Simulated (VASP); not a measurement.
# AgCl in VASP: notebook, part 3 of 3

VASP 6.6.1.

## 5. Single point, PBEsol

This run uses another cell than the first one, of 17.50 Å³/atom, 0.973 times its volume.

File INCAR:

```
PREC = Accurate
ENCUT = 520
EDIFF = 1E-7
ISMEAR = 0
SIGMA = 0.05
LREAL = False
LASPH = True
NELM = 100
ALGO = Normal
ISIF = 2
LWAVE = False
LCHARG = False
GGA = PS
NBANDS = 16
```

File KPOINTS:

```
regular mesh
0
Gamma
  12 12 12
```

File POSCAR:

```
AgCl
1.0
    3.2708793814      0.0000000000      0.0000000000
    0.0000000000      3.2708793814      0.0000000000
    0.0000000000      0.0000000000      3.2708793814
Ag Cl
1 1
Direct
    0.0000000000      0.0000000000      0.0000000000
    0.5000000000      0.5000000000      0.5000000000
```

Potentials or basis: VASP PAW PBE potentials, release 64 (Ag, Cl).

Started as:

```bash
> cat potpaw_PBE.64/Ag/POTCAR potpaw_PBE.64/Cl/POTCAR > POTCAR
> mpirun -np 1 vasp_std > vasp.out
```

OUTCAR:

```text
PREC = Accurate
   ENCUT = 520
   EDIFF = 1E-7
   ISMEAR = 0
   LREAL = False
   LASPH = True
   NELM = 100
   ISIF = 2
   GGA = PS

 ion  position               nearest neighbor table
   1  0.000  0.000  0.000-   2 2.83   2 2.83   2 2.83   2 2.83   2 2.83   2 2.83   2 2.83   2 2.83

   2  0.500  0.500  0.500-   1 2.83   1 2.83   1 2.83   1 2.83   1 2.83   1 2.83   1 2.83   1 2.83

  LATTYP: Found a simple cubic cell.
 ALAT       =     3.2708793814

  Lattice vectors:

 A1 = (   3.2708793814,   0.0000000000,   0.0000000000)
 A2 = (   0.0000000000,   3.2708793814,   0.0000000000)
 A3 = (   0.0000000000,   0.0000000000,   3.2708793814)

Analysis of symmetry for initial positions (statically):
=====================================================================
 Subroutine PRICEL returns:
 Original cell was already a primitive cell.

 Routine SETGRP: Setting up the symmetry group for a
 simple cubic supercell.

 Subroutine GETGRP returns: Found 48 space group operations
 (whereof 48 operations were pure point group operations)
 out of a pool of 48 trial point group operations.

The static configuration has the point symmetry O_h .

Analysis of symmetry for dynamics (positions and initial velocities):
=====================================================================
 Subroutine PRICEL returns:
 Original cell was already a primitive cell.

 Routine SETGRP: Setting up the symmetry group for a
 simple cubic supercell.

 Subroutine GETGRP returns: Found 48 space group operations
 (whereof 48 operations were pure point group operations)
 out of a pool of 48 trial point group operations.

The dynamic configuration has the point symmetry O_h .

 Subroutine INISYM returns: Found 48 space group operations
 (whereof 48 operations are pure point group operations),
 and found     1 'primitive' translations

----------------------------------------------------------------------------------------

                                     Primitive cell

  volume of cell :      34.9940

  direct lattice vectors                    reciprocal lattice vectors
     3.270879381  0.000000000  0.000000000     0.305728180  0.000000000  0.000000000
     0.000000000  3.270879381  0.000000000     0.000000000  0.305728180  0.000000000
     0.000000000  0.000000000  3.270879381     0.000000000  0.000000000  0.305728180

  length of vectors
     3.270879381  3.270879381  3.270879381     0.305728180  0.305728180  0.305728180

  position of ions in fractional coordinates (direct lattice)
     0.000000000  0.000000000  0.000000000
     0.500000000  0.500000000  0.500000000

  ion indices of the primitive-cell ions
   primitive index   ion index
                 1           1
                 2           2

----------------------------------------------------------------------------------------

 KPOINTS: regular mesh

Automatic generation of k-mesh.
 Grid dimensions read from file:
 generate k-points for:   12   12   12

 Generating k-lattice:

  Cartesian coordinates                     Fractional coordinates (reciprocal lattice)
     0.025477348  0.000000000  0.000000000     0.083333333  0.000000000  0.000000000
     0.000000000  0.025477348  0.000000000     0.000000000  0.083333333  0.000000000
     0.000000000  0.000000000  0.025477348     0.000000000  0.000000000  0.083333333

  Length of vectors
     0.025477348  0.025477348  0.025477348

  Shift w.r.t. Gamma in fractional coordinates (k-lattice)
     0.000000000  0.000000000  0.000000000

 Subroutine IBZKPT returns following result:
 ===========================================

 Found     84 irreducible k-points:

 Following reciprocal coordinates:
            Coordinates               Weight
  0.000000  0.000000  0.000000      1.000000
  0.083333  0.000000  0.000000      6.000000
  0.166667  0.000000  0.000000      6.000000
  0.250000  0.000000  0.000000      6.000000
  0.333333  0.000000  0.000000      6.000000
  0.416667  0.000000  0.000000      6.000000
[... 16 lines left out ...]
  0.333333  0.333333  0.000000     12.000000
  0.416667  0.333333  0.000000     24.000000
 [... further k-points ...]
   k-points           NKPTS =     84   k-points in BZ     NKDIM =     84   number of bands    NBANDS=     16
   number of dos      NEDOS =    301   number of ions     NIONS =      2
   total plane-waves  NPLWV =  13824
   dimension x,y,z NGX =    24 NGY =   24 NGZ =   24
   dimension x,y,z NGXF=    48 NGYF=   48 NGZF=   48
   ions per type =               1   1
   NGX,Y,Z   is equivalent  to a cutoff of  12.20, 12.20, 12.20 a.u.
   NGXF,Y,Z  is equivalent  to a cutoff of  24.40, 24.40, 24.40 a.u.
 SYSTEM =  unknown system
   PREC   = accura    normal or accurate (medium, high low for compatibility)
   ISTART =      0    job   : 0-new  1-cont  2-samecut
   ICHARG =      2    charge: 1-file 2-atom 10-const
   ISPIN  =      1    spin polarized calculation?
   LNONCOLLINEAR =      F non collinear calculations
   LSORBIT =      F    spin-orbit coupling
   LASPH  =      T    aspherical Exc in radial PAW
   ENCUT  =  520.0 eV  38.22 Ry    6.18 a.u.   6.08  6.08  6.08*2*pi/ulx,y,z
   NELM   =    100;   NELMIN=  2; NELMDL= -5     # of ELM steps
   EDIFF  = 0.1E-06   stopping-criterion for ELM
   LREAL  =      F    real-space projection
   EDIFFG = 0.1E-05   stopping-criterion for IOM
   NSW    =      0    number of steps for IOM
   IBRION =     -1    ionic relax: 0-MD 1-quasi-New 2-CG
   NFREE  =      0    steps in history (QN), initial steepest desc. (CG)
   ISIF   =      2    stress and relaxation
   ISYM   =      2    0-nonsym 1-usesym 2-fastsym
   POTIM  = 0.5000    time-step for ionic-motion
   TEBEG  =    0.0;   TEEND  =   0.0 temperature during run
   PSTRESS=    0.0 pullay stress
   NELECT =      18.0000    total number of electrons
   NUPDOWN=      -1.0000    fix difference up-down
   EMIN   =  10.00;   EMAX   =-10.00  energy-range for DOS
   EFERMI =   0.00;   METHOD = LEGACY
   ISMEAR =     0;   SIGMA  =   0.05  broadening in eV -4-tet -1-fermi 0-gaus
   EFERMI_NEDOS =   21; number of points for ismear=-14 and -15
   IALGO  =     38    algorithm
   IMIX   =      4    mixing-type and parameters
     AMIX     =   0.40;   BMIX     =  1.00
     AMIX_MAG =   1.60;   BMIX_MAG =  1.00
  volume/ion in A,a.u.               =      17.50       118.08
  Fermi-wavevector in a.u.,A,eV,Ry     =   1.311700  2.478753 23.409592  1.720557
  Thomas-Fermi vector in A             =   2.442143
   LORBIT       =      0    0 simple, 1 ext, 2 COOP (PROOUT), +10 PAW based schemes
   GGA     = PS    functional components
   LHFCALC =     F    Hartree Fock is set to
   AEXX    =    0.0000 exact exchange contribution
   IVDW    =     0    specifies the selected vdW correction
   LEPSILON=     F    determine dielectric tensor
   LRPA    =     F    only Hartree local field effects (RPA)
 non-spin polarized calculation
 Gauss-broadening in eV      SIGMA  =   0.05
  energy-cutoff  :      520.00
  volume of cell :       34.99
 maximum number of plane-waves:       968
   NGX = 13   NGY = 13   NGZ = 13

 number of electron      18.0000007 magnetization

 Free energy of the ion-electron system (eV)
  ---------------------------------------------------
  ext. energy  EPLUGINS =         0.00000000
  ---------------------------------------------------
  free energy    TOTEN  =        -5.79761452 eV

  energy without entropy =       -5.79761452  energy(sigma->0) =       -5.79761452

 E-fermi :   5.9815     XC(G=0): -11.4075

 val. band max:        5.7644959954   @ k =   0.5000   0.0000   0.0000
 cond. band min:       6.2605325150   @ k =   0.0000   0.0000   0.0000
 fundamental gap:      0.4960365196
 Fermi energy:         5.9815424641

 k-point     1 :       0.0000    0.0000    0.0000
  band No.  band energies     occupation
      1      -9.8232      2.00000
      2       2.2811      2.00000
      3       2.2811      2.00000
      4       3.5794      2.00000
      5       3.5794      2.00000
      6       3.5794      2.00000
[... 8 lines left out ...]
     15      20.4079      0.00000
     16      22.5064      0.00000
[... 419 lines left out ...]
 k-point    24 :       0.4167    0.3333    0.0000
  band No.  band energies     occupation
      1      -8.8507      2.00000
      2       0.5782      2.00000
      3       1.3716      2.00000
      4       2.7480      2.00000
      5       2.7921      2.00000
      6       3.2658      2.00000
[... 8 lines left out ...]
     15      19.9921      0.00000
     16      22.3765      0.00000

 [... further k-points ...]
[... 5 lines left out ...]
  --------------------------------------------------------------------------------------
  -------------------------------------------------------------------------------------
  Total        0.8648284      0.8648284      0.8648284     -0.0000000     -0.0000000     -0.0000000
  in kB       39.5956018     39.5956018     39.5956018     -0.0000000     -0.0000000     -0.0000000
  external PRESSURE =      39.5956018 kB  Pullay stress =       0.0000000 kB

 VOLUME and BASIS-vectors are now :
 -----------------------------------------------------------------------------
  energy-cutoff  :      520.00
  volume of cell :       34.99
      direct lattice vectors                 reciprocal lattice vectors
     3.270879381  0.000000000  0.000000000     0.305728180  0.000000000  0.000000000
     0.000000000  3.270879381  0.000000000     0.000000000  0.305728180  0.000000000
     0.000000000  0.000000000  3.270879381     0.000000000  0.000000000  0.305728180

 POSITION                                       TOTAL-FORCE (eV/Angst)
 -----------------------------------------------------------------------------------
      0.00000      0.00000      0.00000         0.000000      0.000000      0.000000
      1.63544      1.63544      1.63544         0.000000      0.000000      0.000000
 -----------------------------------------------------------------------------------
    total drift:                                0.000000      0.000000     -0.000000

  FREE ENERGIE OF THE ION-ELECTRON SYSTEM (eV)
  ---------------------------------------------------
  free  energy   TOTEN  =        -5.7976145241 eV

  energy  without entropy=       -5.7976145241  energy(sigma->0) =       -5.79761452
```

stdout:

```text
POSCAR found type information on POSCAR AgCl
 POSCAR found :  2 types and       2 ions
 scaLAPACK will be used
 -----------------------------------------------------------------------------
|                                                                             |
|                                                                             |
|     You enforced a specific xc type in the INCAR file but a different       |
|     I HOPE YOU KNOW WHAT YOU ARE DOING!                                     |
|                                                                             |
 -----------------------------------------------------------------------------

 LDA part: xc-table for (Slater+PW92), standard interpolation
 POSCAR, INCAR and KPOINTS ok, starting setup
 FFT: planning ... GRIDC
 FFT: planning ... GRID_SOFT
 FFT: planning ... GRID
 WAVECAR not read
 entering main loop
```

It took 15 s on 1 thread of Intel Xeon Platinum 8488C (Sapphire Rapids), shared host; peak memory 0.17 GiB.

Results:

```
Free energy            : -5.7976 eV
Pressure               : 4.0 GPa
Band gap on the k mesh : 0.50 eV, indirect (least direct gap 2.53 eV)
```

Levels at points of the mesh, in eV from the valence-band top:
| k point | band 6 | band 7 | band 8 | band 9 | band 10 | band 11 | band 12 | band 13 |
| --- | --- | --- | --- | --- | --- | --- | --- | --- |
| (0.00, 0.00, 0.00) | -2.19 | -2.03 | -2.03 | -2.03 | 0.50 | 9.10 | 9.10 | 14.64 |
| (0.50, 0.00, 0.00) | -2.11 | -1.71 | 0.00 | 0.00 | 4.78 | 6.14 | 8.68 | 9.82 |
| (0.50, 0.50, 0.00) | -2.59 | -2.52 | -1.77 | -1.21 | 2.53 | 9.37 | 9.37 | 10.59 |
| (0.50, 0.50, 0.50) | -1.74 | -0.18 | -0.18 | -0.18 | 4.09 | 4.09 | 4.09 | 7.35 |

Caveat: the PAW data sets were made with another functional, which shifts forces and pressure a little. A hybrid or GW would open this gap; PBEsol tends to underestimate it.

## 6. Overview

| cell | gap on the mesh (eV) | pressure (GPa) |
| --- | --- | --- |
| a = 3.302 Å, angles 89.0°, 2 atoms | 0.41 | 1.8 |
| a = 3.303 Å, angles 92.0°, 2 atoms | 0.35 | 1.9 |
| a = 3.240 Å, 2 atoms | 0.53 | 6.6 |
| a = 3.271 Å, 2 atoms | 0.50 | 4.0 |

Alike in all rows: task single point; level PBEsol; potentials or basis VASP PAW PBE potentials, release 64 (Ag, Cl); no spin polarisation; k mesh 12 × 12 × 12; cutoff (eV) 520; smearing gaussian 0.05 eV.

Caveats: the PAW data sets were made with another functional, which shifts forces and pressure a little.

Total energies depend on the potentials used, so only differences within one code and one set of settings carry meaning.
